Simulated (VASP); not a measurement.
Here is a VASP 6.6.1 calculation.

Contents of INCAR:

```
  PREC = Accurate
  ENCUT = 520
  EDIFF = 1E-6
  ISMEAR = -1
  SIGMA = 0.08
  LREAL = F
  LASPH = T
  NELM = 100
  ALGO = Normal
  ISIF = 2
  LWAVE = F
  LCHARG = F
  GGA = PE
  NBANDS = 26
```

Contents of KPOINTS:

```
Automatic mesh
0
Gamma
  11 11 7
```

The input POSCAR:

```
GaN
1.0
    2.9239536680      0.0000000000      0.0000000000
   -1.4619768340      2.5322181560      0.0000000000
    0.0000000000      0.0000000000      4.9864813933
Ga N
2 2
Direct
    0.0000000000      0.0000000000      0.0000000000
    0.0000000000      0.0000000000      0.5000000000
    0.3333333333      0.6666666667      0.2500000000
    0.6666666667      0.3333333333      0.7500000000
```

Potentials or basis: VASP PAW PBE potentials, release 64 (Ga_d, N).

Run with:

```console
$ cat potpaw_PBE.64/Ga_d/POTCAR potpaw_PBE.64/N/POTCAR > POTCAR
$ mpirun -np 1 vasp_std > vasp.out
```

Task: What does it give for the band gap on the k mesh?

Result: 1.70 eV, indirect (least direct gap 2.18 eV).

Task: What does it give for the pressure?

Result: 18.9 GPa.

A k mesh can miss the band edges. A hybrid or GW would open this gap; PBE tends to underestimate it.
